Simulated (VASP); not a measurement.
# HfC in VASP: further runs

HfC is run at these levels: PBE; tasks: single point.

All numbers are computed with VASP 6.6.1; they aren't measurements. Logs are shortened: lines on timing, memory, paths and dates and some standing lists are left out, and cuts for length are marked.

## Step 1: The cell of the first run

The cell holds a slab with vacuum, 10 atoms: a = 3.289 Å, b = 3.289 Å, c = 24.303 Å, α = 90.00°, β = 90.00°, γ = 90.00°.

## Step 2: Single point, PBE

INCAR reads:

```
SYSTEM = HfC
PREC     = Accurate       ! precision mode
ENCUT    = 520            ! plane-wave cutoff, eV
EDIFF    = 1E-6           ! SCF threshold, eV
ISMEAR   = 0              ! smearing method
SIGMA    = 0.1            ! smearing width, eV
LREAL    = .FALSE.        ! projectors in reciprocal space
LASPH    = .TRUE.         ! aspherical terms in the spheres
NELM     = 100            ! most SCF steps
ALGO     = Normal         ! electronic algorithm
ISIF     = 2              ! what is computed and relaxed
LWAVE    = .FALSE.        ! write WAVECAR
LCHARG   = .FALSE.        ! write CHGCAR
LDIPOL   = .TRUE.       
IDIPOL   = 3            
DIPOL    = 0.5 0.5 0.500
GGA      = PE             ! functional
NBANDS   = 46             ! bands
```

KPOINTS reads:

```
Automatic mesh
0
G
  11 11 1
  0 0 0
```

POSCAR reads:

```
HfC
1.0
    3.2891025716      0.0000000000      0.0000000000
    0.0000000000      3.2891025716      0.0000000000
    0.0000000000      0.0000000000     24.3029869297
Hf C
5 5
Direct
    0.0000000000      0.0000000000      0.3086040420
    0.5000000000      0.5000000000      0.4043020210
    0.0000000000      0.0000000000      0.5000000000
    0.5000000000      0.5000000000      0.5956979790
    0.0000000000      0.0000000000      0.6913959580
    0.5000000000      0.5000000000      0.3086040420
    0.0000000000      0.0000000000      0.4043020210
    0.5000000000      0.5000000000      0.5000000000
    0.0000000000      0.0000000000      0.5956979790
    0.5000000000      0.5000000000      0.6913959580
```

Potentials or basis: VASP PAW PBE potentials, release 64 (Hf_pv, C).

Started as:

```
$ cat potpaw_PBE.64/Hf_pv/POTCAR potpaw_PBE.64/C/POTCAR > POTCAR
$ mpirun -np 1 vasp_std > vasp.out
```

OUTCAR:

```text
SYSTEM = HfC
   PREC = Accurate
   ENCUT = 520
   EDIFF = 1E-6
   ISMEAR = 0
   LREAL = .FALSE.
   LASPH = .TRUE.
   NELM = 100
   ISIF = 2
   GGA = PE

 ion  position               nearest neighbor table
   1  0.000  0.000  0.309-   6 2.33   6 2.33   6 2.33   6 2.33   7 2.33   2 3.29   2 3.29   2 3.29
                             2 3.29
   2  0.500  0.500  0.404-   7 2.33   7 2.33   7 2.33   7 2.33   8 2.33   6 2.33   3 3.29   3 3.29
                             1 3.29   3 3.29   1 3.29   1 3.29   3 3.29   1 3.29
   3  0.000  0.000  0.500-   8 2.33   8 2.33   8 2.33   8 2.33   9 2.33   7 2.33   4 3.29   4 3.29
                             2 3.29   4 3.29   2 3.29   2 3.29   4 3.29   2 3.29
   4  0.500  0.500  0.596-   9 2.33   9 2.33   9 2.33   9 2.33  10 2.33   8 2.33   5 3.29   5 3.29
                             3 3.29   5 3.29   3 3.29   3 3.29   5 3.29   3 3.29
   5  0.000  0.000  0.691-  10 2.33  10 2.33  10 2.33  10 2.33   9 2.33   4 3.29   4 3.29   4 3.29
                             4 3.29
   6  0.500  0.500  0.309-   1 2.33   1 2.33   1 2.33   1 2.33   2 2.33
   7  0.000  0.000  0.404-   2 2.33   2 2.33   2 2.33   2 2.33   3 2.33   1 2.33
   8  0.500  0.500  0.500-   3 2.33   3 2.33   3 2.33   3 2.33   4 2.33   2 2.33
   9  0.000  0.000  0.596-   4 2.33   4 2.33   4 2.33   4 2.33   5 2.33   3 2.33
  10  0.500  0.500  0.691-   5 2.33   5 2.33   5 2.33   5 2.33   4 2.33

  LATTYP: Found a simple tetragonal cell.
 ALAT       =     3.2891025716
 C/A-ratio  =     7.3889416340

  Lattice vectors:

 A1 = (   3.2891025716,   0.0000000000,   0.0000000000)
 A2 = (   0.0000000000,   3.2891025716,   0.0000000000)
 A3 = (   0.0000000000,   0.0000000000,  24.3029869297)

Analysis of symmetry for initial positions (statically):
=====================================================================
 Subroutine PRICEL returns:
 Original cell was already a primitive cell.

 Routine SETGRP: Setting up the symmetry group for a
 simple tetragonal supercell.

 Subroutine GETGRP returns: Found 16 space group operations
 (whereof 16 operations were pure point group operations)
 out of a pool of 16 trial point group operations.

The static configuration has the point symmetry D_4h.

Analysis of symmetry for dynamics (positions and initial velocities):
=====================================================================
 Subroutine PRICEL returns:
 Original cell was already a primitive cell.

 Routine SETGRP: Setting up the symmetry group for a
 simple tetragonal supercell.

 Subroutine GETGRP returns: Found 16 space group operations
 (whereof 16 operations were pure point group operations)
 out of a pool of 16 trial point group operations.

The dynamic configuration has the point symmetry D_4h.

 Subroutine INISYM returns: Found 16 space group operations
 (whereof 16 operations are pure point group operations),
 and found     1 'primitive' translations

----------------------------------------------------------------------------------------

                                     Primitive cell

  volume of cell :     262.9145

  direct lattice vectors                    reciprocal lattice vectors
     3.289102572  0.000000000  0.000000000     0.304034301  0.000000000  0.000000000
     0.000000000  3.289102572  0.000000000     0.000000000  0.304034301  0.000000000
     0.000000000  0.000000000 24.302986930     0.000000000  0.000000000  0.041147206

  length of vectors
     3.289102572  3.289102572 24.302986930     0.304034301  0.304034301  0.041147206

  position of ions in fractional coordinates (direct lattice)
     0.000000000  0.000000000  0.308604042
     0.500000000  0.500000000  0.404302021
     0.000000000  0.000000000  0.500000000
     0.500000000  0.500000000  0.595697979
     0.000000000  0.000000000  0.691395958
     0.500000000  0.500000000  0.308604042
     0.000000000  0.000000000  0.404302021
     0.500000000  0.500000000  0.500000000
     0.000000000  0.000000000  0.595697979
     0.500000000  0.500000000  0.691395958

  ion indices of the primitive-cell ions
   primitive index   ion index
                 1           1
                 2           2
                 3           3
                 4           4
                 5           5
                 6           6
                 7           7
                 8           8
                 9           9
                10          10

----------------------------------------------------------------------------------------

 KPOINTS: Automatic mesh

Automatic generation of k-mesh.
 Grid dimensions read from file:
 generate k-points for:   11   11    1

 Generating k-lattice:

  Cartesian coordinates                     Fractional coordinates (reciprocal lattice)
     0.027639482  0.000000000  0.000000000     0.090909091  0.000000000  0.000000000
     0.000000000  0.027639482  0.000000000     0.000000000  0.090909091  0.000000000
     0.000000000  0.000000000  0.041147206     0.000000000  0.000000000  1.000000000

  Length of vectors
     0.027639482  0.027639482  0.041147206

  Shift w.r.t. Gamma in fractional coordinates (k-lattice)
     0.000000000  0.000000000  0.000000000

 Subroutine IBZKPT returns following result:
 ===========================================

 Found     21 irreducible k-points:

 Following reciprocal coordinates:
            Coordinates               Weight
  0.000000  0.000000  0.000000      1.000000
  0.090909  0.000000  0.000000      4.000000
  0.181818  0.000000  0.000000      4.000000
  0.272727  0.000000  0.000000      4.000000
  0.363636  0.000000  0.000000      4.000000
  0.454545  0.000000  0.000000      4.000000
[... 13 lines left out ...]
  0.454545  0.363636  0.000000      8.000000
  0.454545  0.454545  0.000000      4.000000
   k-points           NKPTS =     21   k-points in BZ     NKDIM =     21   number of bands    NBANDS=     46
   number of dos      NEDOS =    301   number of ions     NIONS =     10
   total plane-waves  NPLWV = 110592
   dimension x,y,z NGX =    24 NGY =   24 NGZ =  192
   dimension x,y,z NGXF=    48 NGYF=   48 NGZF=  384
   ions per type =               5   5
   NGX,Y,Z   is equivalent  to a cutoff of  12.13, 12.13, 13.13 a.u.
   NGXF,Y,Z  is equivalent  to a cutoff of  24.26, 24.26, 26.27 a.u.
 SYSTEM =  HfC
   PREC   = accura    normal or accurate (medium, high low for compatibility)
   ISTART =      0    job   : 0-new  1-cont  2-samecut
   ICHARG =      2    charge: 1-file 2-atom 10-const
   ISPIN  =      1    spin polarized calculation?
   LNONCOLLINEAR =      F non collinear calculations
   LSORBIT =      F    spin-orbit coupling
   LASPH  =      T    aspherical Exc in radial PAW
   ENCUT  =  520.0 eV  38.22 Ry    6.18 a.u.   6.12  6.12 45.19*2*pi/ulx,y,z
   NELM   =    100;   NELMIN=  2; NELMDL= -5     # of ELM steps
   EDIFF  = 0.1E-05   stopping-criterion for ELM
   LREAL  =      F    real-space projection
[... 7 lines left out ...]
   TEBEG  =    0.0;   TEEND  =   0.0 temperature during run
   PSTRESS=    0.0 pullay stress
   NELECT =      70.0000    total number of electrons
   NUPDOWN=      -1.0000    fix difference up-down
   EMIN   =  10.00;   EMAX   =-10.00  energy-range for DOS
   EFERMI =   0.00;   METHOD = LEGACY
   ISMEAR =     0;   SIGMA  =   0.10  broadening in eV -4-tet -1-fermi 0-gaus
   EFERMI_NEDOS =   21; number of points for ismear=-14 and -15
   IALGO  =     38    algorithm
   IMIX   =      4    mixing-type and parameters
     AMIX     =   0.40;   BMIX     =  1.00
     AMIX_MAG =   1.60;   BMIX_MAG =  1.00
  volume/ion in A,a.u.               =      26.29       177.42
  Fermi-wavevector in a.u.,A,eV,Ry     =   1.053180  1.990222 15.091426  1.109189
  Thomas-Fermi vector in A             =   2.188292
   LORBIT       =      0    0 simple, 1 ext, 2 COOP (PROOUT), +10 PAW based schemes
   GGA     = PE    functional components
   LHFCALC =     F    Hartree Fock is set to
   AEXX    =    0.0000 exact exchange contribution
   IVDW    =     0    specifies the selected vdW correction
   LEPSILON=     F    determine dielectric tensor
   LRPA    =     F    only Hartree local field effects (RPA)
 non-spin polarized calculation
 Gauss-broadening in eV      SIGMA  =   0.10
  energy-cutoff  :      520.00
  volume of cell :      262.91
 maximum number of plane-waves:      7134
   NGX = 13   NGY = 13   NGZ = 91

 dipolmoment           0.000000      0.000000     -0.000000 electrons x Angstroem

 number of electron      70.0000016 magnetization

 dipolmoment           0.000000      0.000000      0.000000 electrons x Angstroem

 Free energy of the ion-electron system (eV)
  ---------------------------------------------------
  ext. energy  EPLUGINS =         0.00000000
  ---------------------------------------------------
  free energy    TOTEN  =      -102.75046024 eV

  energy without entropy =     -102.74108461  energy(sigma->0) =     -102.74577243

 E-fermi :   0.9033     XC(G=0):  -6.6635

 val. band max:        0.8549029432   @ k =   0.4545   0.3636   0.0000
 cond. band min:       0.9177876112   @ k =   0.0000   0.0000   0.0000
 fundamental gap:      0.0628846680
 Fermi energy:         0.9032550449

 k-point     1 :       0.0000    0.0000    0.0000
  band No.  band energies     occupation
      1     -29.4796      2.00000
      2     -29.4752      2.00000
      3     -29.1308      2.00000
      4     -28.9681      2.00000
      5     -28.9681      2.00000
      6     -28.9658      2.00000
[... 38 lines left out ...]
     45       4.3549      0.00000
     46       4.3717      0.00000
[... 939 lines left out ...]
      6     -29.2629      2.00000
[... 38 lines left out ...]
     45       5.6403      0.00000
     46       7.0391      0.00000

------------------------ aborting loop because EDIFF is reached ----------------------------------------

 vacuum level on the upper side and lower side of the slab       (xc-potential included)        -0.296        -0.296

  FORCE on cell =-STRESS in cart. coord.  units (eV):
  Direction    XX          YY          ZZ          XY          YZ          ZX
  --------------------------------------------------------------------------------------
  -------------------------------------------------------------------------------------
  Total       -5.6481189     -5.6481189     -4.1525606      0.0000000      0.0000000      0.0000000
  in kB      -34.4191327    -34.4191327    -25.3053341      0.0000000      0.0000000      0.0000000
  external PRESSURE =     -31.3811998 kB  Pullay stress =       0.0000000 kB

 VOLUME and BASIS-vectors are now :
 -----------------------------------------------------------------------------
  energy-cutoff  :      520.00
  volume of cell :      262.91
      direct lattice vectors                 reciprocal lattice vectors
     3.289102572  0.000000000  0.000000000     0.304034301  0.000000000  0.000000000
     0.000000000  3.289102572  0.000000000     0.000000000  0.304034301  0.000000000
     0.000000000  0.000000000 24.302986930     0.000000000  0.000000000  0.041147206

 POSITION                                       TOTAL-FORCE (eV/Angst)
 -----------------------------------------------------------------------------------
      0.00000      0.00000      7.50000        -0.000000     -0.000000      1.339387
      1.64455      1.64455      9.82575        -0.000000      0.000000      0.164694
      0.00000      0.00000     12.15149        -0.000000      0.000000      0.000000
      1.64455      1.64455     14.47724         0.000000      0.000000     -0.164694
      0.00000      0.00000     16.80299         0.000000     -0.000000     -1.339387
      1.64455      1.64455      7.50000        -0.000000     -0.000000     -0.611098
      0.00000      0.00000      9.82575         0.000000     -0.000000     -0.736324
      1.64455      1.64455     12.15149        -0.000000      0.000000      0.000000
      0.00000      0.00000     14.47724        -0.000000      0.000000      0.736324
      1.64455      1.64455     16.80299        -0.000000      0.000000      0.611098
 -----------------------------------------------------------------------------------
    total drift:                                0.000000     -0.000000      0.000000

  FREE ENERGIE OF THE ION-ELECTRON SYSTEM (eV)
  ---------------------------------------------------
  free  energy   TOTEN  =      -102.7504602358 eV

  energy  without entropy=     -102.7410846145  energy(sigma->0) =     -102.74577243

 vacuum level on the upper side and lower side of the slab         4.406         4.406
```

It took 7.2 min on 1 thread of AMD EPYC 7R13 (Zen 3), shared host; peak memory 0.41 GiB.

Results:

| Quantity | Value |
| --- | --- |
| Free energy | -102.7505 eV |
| Largest force | 1.339 eV/Å |
| Band gap on the k mesh | zero (bands 35 and 36 overlap by 0.62 eV) |

Forces in eV/Å, atoms in the order of the input:
```
Hf   0.000  0.000  1.339
Hf   0.000  0.000  0.165
Hf   0.000  0.000  0.000
Hf   0.000  0.000 -0.165
Hf   0.000  0.000 -1.339
C    0.000  0.000 -0.611
C    0.000  0.000 -0.736
C    0.000  0.000  0.000
C    0.000  0.000  0.736
C    0.000  0.000  0.611
```

Levels at points of the mesh, in eV from the Fermi level:
```
           k point  band 32  band 33  band 34  band 35  band 36  band 37  band 38  band 39
(0.00, 0.00, 0.00)    -0.22     0.01     0.01     0.45     0.45     0.50     1.06     1.06
```

Caveat: spin-orbit coupling is left out, which moves the levels of the heavy elements.

## Step 3: Single point, PBE

INCAR reads:

```
  PREC = Accurate
  ENCUT = 520
  EDIFF = 1E-6
  ISMEAR = 0
  SIGMA = 0.1
  LREAL = False
  LASPH = True
  NELM = 80
  ALGO = Normal
  ISIF = 2
  LWAVE = False
  LCHARG = True
  LDIPOL = True
  IDIPOL = 3
  DIPOL = 0.5 0.5 0.500
  GGA = PE
  LELF = True
  LVHAR = True
  LVACPOTAV = True
  NBANDS = 46
```

KPOINTS reads:

```
Automatic mesh
0
Gamma
  11 11 1
```

POSCAR reads:

```
HfC
1.0
    3.2891025716      0.0000000000      0.0000000000
    0.0000000000      3.2891025716      0.0000000000
    0.0000000000      0.0000000000     24.3029869297
Hf C
5 5
Direct
    0.0000000000      0.0000000000      0.3120466943
    0.5000000000      0.5000000000      0.4051405472
    0.0000000000      0.0000000000      0.4999999994
    0.5000000000      0.5000000000      0.5948594529
    0.0000000000      0.0000000000      0.6879533048
    0.5000000000      0.5000000000      0.3084253747
    0.0000000000      0.0000000000      0.4037212159
    0.5000000000      0.5000000000      0.4999999995
    0.0000000000      0.0000000000      0.5962787849
    0.5000000000      0.5000000000      0.6915746263
```

Potentials or basis: VASP PAW PBE potentials, release 64 (Hf_pv, C).

Started as:

```
$ cat potpaw_PBE.64/Hf_pv/POTCAR potpaw_PBE.64/C/POTCAR > POTCAR
$ mpirun -np 1 vasp_std > vasp.out
```

It took 11 min on 1 thread of AMD EPYC 7R13 (Zen 3), shared host; peak memory 0.41 GiB.

Results (log left out):

```
Free energy            : -102.8899 eV
Largest force          : 0.049 eV/Å
Band gap on the k mesh : zero (bands 35 and 36 overlap by 0.90 eV)
```

Forces in eV/Å, atoms in the order of the input:
```
Hf   0.000  0.000  0.049
Hf   0.000  0.000 -0.016
Hf   0.000  0.000  0.000
Hf   0.000  0.000  0.016
Hf   0.000  0.000 -0.049
C    0.000  0.000  0.024
C    0.000  0.000 -0.011
C    0.000  0.000  0.000
C    0.000  0.000  0.011
C    0.000  0.000 -0.024
```

Levels at points of the mesh, in eV from the Fermi level:
```csv
k point,band 31,band 32,band 33,band 34,band 35,band 36,band 37,band 38,band 39,band 40
"(0.00, 0.00, 0.00)",-0.19,-0.18,0.04,0.04,0.68,0.68,0.74,1.13,1.13,1.35
```

Caveat: spin-orbit coupling is left out, which moves the levels of the heavy elements.

## Step 4: Single point, PBE

INCAR reads:

```
SYSTEM = HfC
  PREC = Accurate
  ENCUT = 520
  EDIFF = 1E-6
  ISMEAR = 0
  SIGMA = 0.1
  LREAL = .FALSE.
  LASPH = .TRUE.
  NELM = 80
  ALGO = Normal
  ISIF = 2
  LWAVE = .FALSE.
  LCHARG = .TRUE.
  LDIPOL = .TRUE.
  IDIPOL = 3
  DIPOL = 0.5 0.5 0.500
  GGA = PE
  LELF = .TRUE.
  LVHAR = .TRUE.
  LVACPOTAV = .TRUE.
  NBANDS = 46
```

KPOINTS reads:

```
Automatic mesh
0
G
  11 11 1
  0 0 0
```

POSCAR is that of step 3.

Started as:

```
$ cat potpaw_PBE.64/Hf_pv/POTCAR potpaw_PBE.64/C/POTCAR > POTCAR
$ mpirun -np 1 vasp_std > vasp.out
```

Run time: 12 min. Hardware: 1 thread of AMD EPYC 7R13 (Zen 3), shared host; peak memory 0.41 GiB.

Results (log left out):

| Item | Value |
| --- | --- |
| Free energy | -102.8899 eV |
| Largest force | 0.049 eV/Å |
| Band gap on the k mesh | zero (bands 35 and 36 overlap by 0.90 eV) |

Forces in eV/Å, atoms in the order of the input:
```
Hf   0.000  0.000  0.049
Hf   0.000  0.000 -0.016
Hf   0.000  0.000  0.000
Hf   0.000  0.000  0.016
Hf   0.000  0.000 -0.049
C    0.000  0.000  0.024
C    0.000  0.000 -0.011
C    0.000  0.000  0.000
C    0.000  0.000  0.011
C    0.000  0.000 -0.024
```

Levels at points of the mesh, in eV from the Fermi level:
```
           k point  band 31  band 32  band 33  band 34  band 35  band 36  band 37  band 38  band 39  band 40
(0.00, 0.00, 0.00)    -0.19    -0.18     0.04     0.04     0.68     0.68     0.74     1.13     1.13     1.35
```

Caveat: spin-orbit coupling is left out, which moves the levels of the heavy elements.

The gap in the log of VASP goes by the Fermi energy; the results here count the filled bands.